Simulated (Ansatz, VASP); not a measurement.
**Two plane-wave programs on MgO**

The input INCAR:

```
ALGO = Normal
EDIFF = 1E-6
ENCUT = 520
ISIF = 2
ISMEAR = 0
LASPH = True
LCHARG = False
LREAL = False
LWAVE = False
NBANDS = 16
NELM = 100
PREC = Accurate
SIGMA = 0.05
```

Contents of KPOINTS:

```
k-points
0
Gamma
  6 6 6
```

The input POSCAR:

```
MgO
1.0
    3.4689459734      0.0000000000      0.0000000000
   -1.7344729867      3.0192917963      0.0000000000
    0.0000000000      0.0000000000      4.1780412200
Mg O
2 2
Direct
    0.6666666667      0.3333333333      0.7500000000
    0.3333333333      0.6666666667      0.2500000000
    0.6666666667      0.3333333333      0.2500000000
    0.3333333333      0.6666666667      0.7500000000
```

Input for Ansatz:

```yaml
crystal:
  lattice:
    - [3.4689459734, 0.0, 0.0]
    - [-1.7344729867, 3.0192917963, 0.0]
    - [0.0, 0.0, 4.17804122]
  atoms:
    - { symbol: Mg, position: [0.6666666667, 0.3333333333, 0.75] }
    - { symbol: Mg, position: [0.3333333333, 0.6666666667, 0.25] }
    - { symbol: O, position: [0.6666666667, 0.3333333333, 0.25] }
    - { symbol: O, position: [0.3333333333, 0.6666666667, 0.75] }
basis:
  ecutwfc: 420
kpoints:
  mp_grid: { grid: [6, 6, 6] }
hamiltonian:
  xc: lda
scf:
  occupations: { method: gaussian, width: 0.05 }
output:
  forces: true
  stress: true
  eigenvalues: true
  write_density: true
  write_potential: true
  elf: true
  volumetric_format: npy
```

Change from the starting cell: strain -0.0050 x Voigt [1, 0, 0, 0, 0, 0], atoms carried along.

Alike in both runs: task single point; functional LDA; k mesh 6 × 6 × 6; occupations gaussian, width 0.05 eV; no spin polarisation.

|  | VASP | Ansatz |
| --- | --- | --- |
| version | VASP 6.6.1 | Ansatz 0.2.0 |
| potentials or method | VASP PAW LDA potentials, release 64 (Mg, O), cutoff 520 eV | scalar-relativistic, plane waves, PAW |
| valence electrons in the cell | 16 | 32 |

VASP gave:

```
gap on the k mesh at the Fermi level (eV)                     : 3.36
least direct gap on the mesh (eV)                             : 3.36
pressure (GPa)                                                : -5.1
traceless stress, the component that is largest in VASP (GPa) : 0.59
rms of the force components (eV/Å)                            : 0.023
```

Which values does Ansatz return?

gap on the k mesh at the Fermi level (eV): 3.36; least direct gap on the mesh (eV): 3.36; pressure (GPa): -3.4; traceless stress, the component that is largest in VASP (GPa): 0.64; rms of the force components (eV/Å): 0.023.

LDA's correlation is that of Perdew and Zunger in VASP and of Perdew and Wang (1992) in Ansatz. Atom by atom the forces differ by 0.001 eV/Å (rms over components). VASP's potentials hold 16 valence electrons a cell and Ansatz's 32, so a difference there can come from the potentials and not from the codes.
